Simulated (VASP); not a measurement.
Al3BP4:

```xyz
8
Lattice="5.1263 0.0000 0.0000 0.0000 5.1263 0.0000 0.0000 0.0000 5.1263" Properties=species:S:1:pos:R:3 pbc="T T T"
Al    0.0000    0.0000    2.5631
Al    0.0000    2.5631    0.0000
Al    2.5631    0.0000    0.0000
B     2.5631    2.5631    2.5631
P     1.2816    1.2816    1.2816
P     1.2816    3.8447    3.8447
P     3.8447    1.2816    3.8447
P     3.8447    3.8447    1.2816
```

```yaml
Program: VASP 6.6.1
Task: relaxation of cell and atoms
Functional: PBE
Potentials_or_basis: VASP PAW PBE potentials, release 64 (Al, B, P)
Cutoff: 600 eV
k_mesh: 4 × 4 × 4
Occupations: gaussian, width 0.1 eV
Spin: no spin polarisation
```

At the start: pressure 14.2 GPa; volume 16.84 Å³/atom.

**Question.** How do energy, volume and symmetry change on relaxing?

**Answer.** Over 6 steps the energy falls by 235.7 meV/atom and the volume is 18.41 Å³/atom (+9.3 %); space group P-43m (No. 215, to 0.1 Å) before and after.

Step by step:
```
step  energy change (eV)  largest force (eV/Å)  pressure (GPa)  volume (Å³)
   1              0.0000                3.2110           14.17       134.71
   2             -1.2285                0.5402           -8.72       165.89
   3             -1.4789                1.2045           -3.99       155.68
   4             -1.8376                0.4471           -1.74       149.95
   5             -1.8858                0.0584           -0.24       147.12
   6             -1.8858                0.0259           -0.33       147.29
```

Final structure:
```yaml
crystal:
  lattice:
    - [5.28108, 0.00000, 0.00000]
    - [0.00000, 5.28108, 0.00000]
    - [0.00000, 0.00000, 5.28108]
  atoms:
    - { symbol: Al, position: [0.00000, 0.00000, 0.50000] }
    - { symbol: Al, position: [0.00000, 0.50000, 0.00000] }
    - { symbol: Al, position: [0.50000, 0.00000, 0.00000] }
    - { symbol: B, position: [0.50000, 0.50000, 0.50000] }
    - { symbol: P, position: [0.27424, 0.27424, 0.27424] }
    - { symbol: P, position: [0.27424, 0.72576, 0.72576] }
    - { symbol: P, position: [0.72576, 0.27424, 0.72576] }
    - { symbol: P, position: [0.72576, 0.72576, 0.27424] }
```
